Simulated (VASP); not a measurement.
# W (Im-3m) in VASP: a series of runs

W is run at these levels: LDA; tasks: single point.

All numbers are computed with VASP 6.6.1; they aren't measurements. Logs are shortened: lines on timing, memory, paths and dates and some standing lists are left out, and cuts for length are marked.

## 1. The cell of the first run

It takes space group Im-3m (No. 229, cubic). Conventional cell: a = 2.910 Å, b = 2.910 Å, c = 2.910 Å, α = 90.00°, β = 90.00°, γ = 90.00°. W (site symmetry m-3m) has 14 W at 2.52 to 2.91 Å within 3.3 Å.

## 2. Single point, LDA (volume scaled by 0.8)

File INCAR:

```
SYSTEM = W
  ALGO = Normal
  EDIFF = 1E-6
  ENCUT = 520
  ISIF = 2
  ISMEAR = -1
  LASPH = .True.
  LCHARG = .False.
  LREAL = .False.
  LWAVE = .False.
  NBANDS = 13
  NELM = 80
  PREC = Accurate
  SIGMA = 0.08
```

File KPOINTS:

```
k-points
0
Gamma
  19 19 19
  0 0 0
```

File POSCAR:

```
W
1.0
   -1.4550601212      1.4550601212      1.4550601212
    1.4550601212     -1.4550601212      1.4550601212
    1.4550601212      1.4550601212     -1.4550601212
W
1
Direct
    0.0000000000      0.0000000000      0.0000000000
```

Potentials or basis: VASP PAW LDA potentials, release 64 (W_sv).

Command:

```console
$ cat potpaw_LDA.64/W_sv/POTCAR > POTCAR
$ mpirun -np 1 vasp_std > vasp.out
```

OUTCAR:

```text
SYSTEM = W
   EDIFF = 1E-6
   ENCUT = 520
   ISIF = 2
   ISMEAR = -1
   LASPH = .True.
   LREAL = .False.
   NELM = 80
   PREC = Accurate

 ion  position               nearest neighbor table
   1  0.000  0.000  0.000-

  LATTYP: Found a body centered cubic cell.
 ALAT       =     2.9101202424

  Lattice vectors:

 A1 = (  -1.4550601212,   1.4550601212,   1.4550601212)
 A2 = (   1.4550601212,  -1.4550601212,   1.4550601212)
 A3 = (   1.4550601212,   1.4550601212,  -1.4550601212)

Analysis of symmetry for initial positions (statically):
=====================================================================
 Subroutine PRICEL returns:
 Original cell was already a primitive cell.

 Routine SETGRP: Setting up the symmetry group for a
 body centered cubic supercell.

 Subroutine GETGRP returns: Found 48 space group operations
 (whereof 48 operations were pure point group operations)
 out of a pool of 48 trial point group operations.

The static configuration has the point symmetry O_h .

Analysis of symmetry for dynamics (positions and initial velocities):
=====================================================================
 Subroutine PRICEL returns:
 Original cell was already a primitive cell.

 Routine SETGRP: Setting up the symmetry group for a
 body centered cubic supercell.

 Subroutine GETGRP returns: Found 48 space group operations
 (whereof 48 operations were pure point group operations)
 out of a pool of 48 trial point group operations.

The dynamic configuration has the point symmetry O_h .

 Subroutine INISYM returns: Found 48 space group operations
 (whereof 48 operations are pure point group operations),
 and found     1 'primitive' translations

----------------------------------------------------------------------------------------

                                     Primitive cell

  volume of cell :      12.3226

  direct lattice vectors                    reciprocal lattice vectors
    -1.455060121  1.455060121  1.455060121     0.000000000  0.343628413  0.343628413
     1.455060121 -1.455060121  1.455060121     0.343628413  0.000000000  0.343628413
     1.455060121  1.455060121 -1.455060121     0.343628413  0.343628413  0.000000000

  length of vectors
     2.520238058  2.520238058  2.520238058     0.485963962  0.485963962  0.485963962

  position of ions in fractional coordinates (direct lattice)
     0.000000000  0.000000000  0.000000000

  ion indices of the primitive-cell ions
   primitive index   ion index
                 1           1

----------------------------------------------------------------------------------------

 KPOINTS: k-points

Automatic generation of k-mesh.
 Grid dimensions read from file:
 generate k-points for:   19   19   19

 Generating k-lattice:

  Cartesian coordinates                     Fractional coordinates (reciprocal lattice)
     0.000000000  0.018085706  0.018085706     0.052631579  0.000000000  0.000000000
     0.018085706  0.000000000  0.018085706     0.000000000  0.052631579  0.000000000
     0.018085706  0.018085706  0.000000000     0.000000000  0.000000000  0.052631579

  Length of vectors
     0.025577051  0.025577051  0.025577051

  Shift w.r.t. Gamma in fractional coordinates (k-lattice)
     0.000000000  0.000000000  0.000000000

 Subroutine IBZKPT returns following result:
 ===========================================

 Found    220 irreducible k-points:

 Following reciprocal coordinates:
            Coordinates               Weight
  0.000000  0.000000  0.000000      1.000000
  0.052632  0.000000  0.000000     12.000000
  0.105263  0.000000  0.000000     12.000000
  0.157895  0.000000  0.000000     12.000000
  0.210526  0.000000  0.000000     12.000000
  0.263158  0.000000  0.000000     12.000000
[... 16 lines left out ...]
  0.263158  0.105263  0.000000     48.000000
  0.315789  0.105263  0.000000     48.000000
 [... further k-points ...]
   k-points           NKPTS =    220   k-points in BZ     NKDIM =    220   number of bands    NBANDS=     13
   number of dos      NEDOS =    301   number of ions     NIONS =      1
   total plane-waves  NPLWV =   8000
   dimension x,y,z NGX =    20 NGY =   20 NGZ =   20
   dimension x,y,z NGXF=    40 NGYF=   40 NGZF=   40
   ions per type =               1
   NGX,Y,Z   is equivalent  to a cutoff of  13.19, 13.19, 13.19 a.u.
   NGXF,Y,Z  is equivalent  to a cutoff of  26.39, 26.39, 26.39 a.u.
 SYSTEM =  W
   PREC   = accura    normal or accurate (medium, high low for compatibility)
   ISTART =      0    job   : 0-new  1-cont  2-samecut
   ICHARG =      2    charge: 1-file 2-atom 10-const
   ISPIN  =      1    spin polarized calculation?
   LNONCOLLINEAR =      F non collinear calculations
   LSORBIT =      F    spin-orbit coupling
   LASPH  =      T    aspherical Exc in radial PAW
   ENCUT  =  520.0 eV  38.22 Ry    6.18 a.u.   4.69  4.69  4.69*2*pi/ulx,y,z
   NELM   =     80;   NELMIN=  2; NELMDL= -5     # of ELM steps
   EDIFF  = 0.1E-05   stopping-criterion for ELM
   LREAL  =      F    real-space projection
   EDIFFG = 0.1E-04   stopping-criterion for IOM
   NSW    =      0    number of steps for IOM
   IBRION =     -1    ionic relax: 0-MD 1-quasi-New 2-CG
   NFREE  =      0    steps in history (QN), initial steepest desc. (CG)
   ISIF   =      2    stress and relaxation
   ISYM   =      2    0-nonsym 1-usesym 2-fastsym
   POTIM  = 0.5000    time-step for ionic-motion
   TEBEG  =    0.0;   TEEND  =   0.0 temperature during run
   PSTRESS=    0.0 pullay stress
   NELECT =      14.0000    total number of electrons
   NUPDOWN=      -1.0000    fix difference up-down
   EMIN   =  10.00;   EMAX   =-10.00  energy-range for DOS
   EFERMI =   0.00;   METHOD = LEGACY
   ISMEAR =    -1;   SIGMA  =   0.08  broadening in eV -4-tet -1-fermi 0-gaus
   EFERMI_NEDOS =   21; number of points for ismear=-14 and -15
   IALGO  =     38    algorithm
   IMIX   =      4    mixing-type and parameters
     AMIX     =   0.40;   BMIX     =  1.00
     AMIX_MAG =   1.60;   BMIX_MAG =  1.00
  volume/ion in A,a.u.               =      12.32        83.16
  Fermi-wavevector in a.u.,A,eV,Ry     =   1.708244  3.228113 39.703128  2.918098
  Thomas-Fermi vector in A             =   2.786948
   LORBIT       =      0    0 simple, 1 ext, 2 COOP (PROOUT), +10 PAW based schemes
   GGA     = CA    functional components
   LHFCALC =     F    Hartree Fock is set to
   AEXX    =    0.0000 exact exchange contribution
   IVDW    =     0    specifies the selected vdW correction
   LEPSILON=     F    determine dielectric tensor
   LRPA    =     F    only Hartree local field effects (RPA)
 non-spin polarized calculation
  energy-cutoff  :      520.00
  volume of cell :       12.32
 maximum number of plane-waves:       350
   NGX =  9   NGY =  9   NGZ =  9

 number of electron      13.9999999 magnetization

 Free energy of the ion-electron system (eV)
  ---------------------------------------------------
  ext. energy  EPLUGINS =         0.00000000
  ---------------------------------------------------
  free energy    TOTEN  =       -13.10397869 eV

  energy without entropy =      -13.09631481  energy(sigma->0) =      -13.10014675

 E-fermi :  15.5330     XC(G=0): -15.2976

 val. band max:       15.5105296668   @ k =  -0.3158   0.3158   0.2632
 cond. band min:      15.5351926716   @ k =  -0.2632   0.3684   0.1579
 fundamental gap:      0.0246630047
 Fermi energy:        15.5330303719

 k-point     1 :       0.0000    0.0000    0.0000
  band No.  band energies     occupation
      1     -58.2302      2.00000
      2     -21.4080      2.00000
      3     -21.4080      2.00000
      4     -21.4080      2.00000
      5       4.6099      2.00000
      6      13.5816      2.00000
      7      13.5816      2.00000
      8      13.5816      2.00000
      9      18.1658      0.00000
     10      18.1658      0.00000
     11      30.4214      0.00000
     12      30.4214      0.00000
     13      30.4214      0.00000

 k-point     2 :       0.0526    0.0000    0.0000
  band No.  band energies     occupation
      1     -58.2195      2.00000
      2     -21.4979      2.00000
      3     -21.4341      2.00000
      4     -21.4090      2.00000
      5       4.7995      2.00000
      6      13.4607      2.00000
      7      13.5566      2.00000
      8      13.7639      2.00000
      9      17.9475      0.00000
     10      18.1605      0.00000
     11      30.5972      0.00000
     12      30.7244      0.00000
     13      30.9570      0.00000

 k-point     3 :       0.1053    0.0000    0.0000
  band No.  band energies     occupation
      1     -58.1886      2.00000
      2     -21.7531      2.00000
      3     -21.5089      2.00000
      4     -21.4120      2.00000
      5       5.3372      2.00000
      6      13.1278      2.00000
      7      13.4514      2.00000
      8      14.3049      2.00000
      9      17.4934      0.00000
     10      18.1570      0.00000
     11      31.0723      0.00000
     12      31.6033      0.00000
     13      32.3628      0.00000
[... 305 lines left out ...]
 k-point    23 :       0.2632    0.1053    0.0000
  band No.  band energies     occupation
      1     -57.9321      2.00000
      2     -23.5079      2.00000
      3     -22.1066      2.00000
      4     -21.5475      2.00000
      5       8.2900      2.00000
      6      11.2192      2.00000
      7      13.1471      2.00000
      8      17.3241      0.00000
      9      19.2830      0.00000
     10      20.4395      0.00000
     11      30.8793      0.00000
     12      34.1970      0.00000
     13      38.0005      0.00000

 k-point    24 :       0.3158    0.1053    0.0000
  band No.  band energies     occupation
      1     -57.8786      2.00000
      2     -23.8242      2.00000
      3     -22.2507      2.00000
      4     -21.5567      2.00000
      5       8.1639      2.00000
      6      10.8901      2.00000
      7      14.1805      2.00000
      8      17.8351      0.00000
      9      19.5195      0.00000
     10      22.1946      0.00000
     11      29.8333      0.00000
     12      32.8813      0.00000
     13      38.4803      0.00000

 [... further k-points ...]

------------------------ aborting loop because EDIFF is reached ----------------------------------------

  FORCE on cell =-STRESS in cart. coord.  units (eV):
  Direction    XX          YY          ZZ          XY          YZ          ZX
  --------------------------------------------------------------------------------------
  -------------------------------------------------------------------------------------
  Total        9.5007600      9.5007600      9.5007600     -0.0000000      0.0000000      0.0000000
  in kB     1235.2820309   1235.2820309   1235.2820309     -0.0000000      0.0000000      0.0000000
  external PRESSURE =    1235.2820309 kB  Pullay stress =       0.0000000 kB

 VOLUME and BASIS-vectors are now :
 -----------------------------------------------------------------------------
  energy-cutoff  :      520.00
  volume of cell :       12.32
      direct lattice vectors                 reciprocal lattice vectors
    -1.455060121  1.455060121  1.455060121     0.000000000  0.343628413  0.343628413
     1.455060121 -1.455060121  1.455060121     0.343628413  0.000000000  0.343628413
     1.455060121  1.455060121 -1.455060121     0.343628413  0.343628413  0.000000000

 POSITION                                       TOTAL-FORCE (eV/Angst)
 -----------------------------------------------------------------------------------
      0.00000      0.00000      0.00000        -0.000000     -0.000000     -0.000000
 -----------------------------------------------------------------------------------
    total drift:                               -0.000000     -0.000000      0.000000

  FREE ENERGIE OF THE ION-ELECTRON SYSTEM (eV)
  ---------------------------------------------------
  free  energy   TOTEN  =       -13.1039786853 eV

  energy  without entropy=      -13.0963148103  energy(sigma->0) =      -13.10014675
```

Run time: 27 s. Hardware: 1 thread of AMD EPYC 7R13 (Zen 3), shared host; peak memory 0.11 GiB.

What came out:

```
Free energy            : -13.1040 eV
Pressure               : 123.5 GPa
Band gap on the k mesh : zero (band 7 reaches 22.10 eV, above the bottom of band 8 at 13.58 eV)
```

Levels at points of the mesh, in eV from the Fermi level:
| k point | band 5 | band 6 | band 7 | band 8 | band 9 | band 10 |
| --- | --- | --- | --- | --- | --- | --- |
| (0.00, 0.00, 0.00) | -10.92 | -1.95 | -1.95 | -1.95 | 2.63 | 2.63 |

Caveat: spin-orbit coupling is left out, which moves the levels of the heavy elements.

## 3. Single point, LDA (volume scaled by 0.9)

File INCAR:

```
ALGO = Normal
EDIFF = 1E-6
ENCUT = 520
GGA = CA
ISIF = 2
ISMEAR = -1
LASPH = True
LCHARG = True
LELF = True
LREAL = False
LVHAR = True
LWAVE = False
NBANDS = 13
NELM = 60
PREC = Accurate
SIGMA = 0.08
```

File KPOINTS:

```
k-points
0
Gamma
  19 19 19
```

File POSCAR:

```
W
1.0
   -1.5133235099      1.5133235099      1.5133235099
    1.5133235099     -1.5133235099      1.5133235099
    1.5133235099      1.5133235099     -1.5133235099
W
1
Direct
    0.0000000000      0.0000000000      0.0000000000
```

Potentials or basis: VASP PAW LDA potentials, release 64 (W_sv).

Command:

```console
$ cat potpaw_LDA.64/W_sv/POTCAR > POTCAR
$ mpirun -np 1 vasp_std > vasp.out
```

Run time: 32 s. Hardware: 1 thread of AMD EPYC 7R13 (Zen 3), shared host; peak memory 0.11 GiB.

The run converged. Its results:

```yaml
Free_energy: -13.8930 eV
Pressure: 47.1 GPa
Band_gap_on_the_k_mesh: zero (band 7 reaches 19.15 eV, above the bottom of band 8 at 11.87 eV)
```

Levels at points of the mesh, in eV from the Fermi level:
| k point | band 5 | band 6 | band 7 | band 8 | band 9 | band 10 |
| --- | --- | --- | --- | --- | --- | --- |
| (0.00, 0.00, 0.00) | -10.27 | -1.55 | -1.55 | -1.55 | 2.48 | 2.48 |

Caveat: spin-orbit coupling is left out, which moves the levels of the heavy elements.
